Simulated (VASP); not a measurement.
Here is a VASP 6.6.1 calculation.

The input INCAR:

```
SYSTEM = NaLaTe2
PREC = Accurate ; ENCUT = 520
EDIFF = 1E-7 ; ISMEAR = -1
SIGMA = 0.03 ; LREAL = .FALSE.
LASPH = .TRUE. ; NELM = 60
ALGO = Normal ; ISIF = 2
LWAVE = .FALSE. ; LCHARG = .FALSE.
GGA = PS ; NBANDS = 40
```

Contents of KPOINTS:

```
Automatic mesh
0
G
  4 4 2
  0 0 0
```

Contents of POSCAR:

```
NaLaTe2
1.0
    4.5402984510      0.0000000000      0.0000000000
    0.0000000000      4.5402984510      0.0000000000
    0.0000000000      0.0000000000     13.1632451464
Na Te La
2 4 2
Direct
    0.5000000000      0.0000000000      0.8914926503
    0.0000000000      0.5000000000      0.1085073497
    0.5000000000      0.0000000000      0.1325742889
    0.0000000000      0.5000000000      0.3881085333
    0.5000000000      0.0000000000      0.6118914667
    0.0000000000      0.5000000000      0.8674257111
    0.5000000000      0.0000000000      0.3564029855
    0.0000000000      0.5000000000      0.6435970145
```

Potentials or basis: VASP PAW PBE potentials, release 64 (Na_pv, Te, La).

Run with:

```bash
$ cat potpaw_PBE.64/Na_pv/POTCAR potpaw_PBE.64/Te/POTCAR potpaw_PBE.64/La/POTCAR > POTCAR
$ mpirun -np 1 vasp_std > vasp.out
```

Task: Predict the pressure.

Result: 0.0 GPa.

Task: Estimate the largest force.

Result: 0.004 eV/Å.

Task: What does it give for the band gap on the k mesh?

Result: Zero (bands 30 and 31 overlap by 0.09 eV).

Forces in eV/Å, atoms in the order of the input:
```
Na   0.000  0.000 -0.004
Na   0.000  0.000  0.004
Te   0.000  0.000  0.002
Te   0.000  0.000  0.002
Te   0.000  0.000 -0.002
Te   0.000  0.000 -0.002
La   0.000  0.000  0.001
La   0.000  0.000 -0.001
```

Caveat: semilocal functionals underestimate gaps, and a narrow one can read as zero; the PAW data sets were made with another functional, which shifts forces and pressure a little; spin-orbit coupling is left out, which moves the levels of the heavy elements.
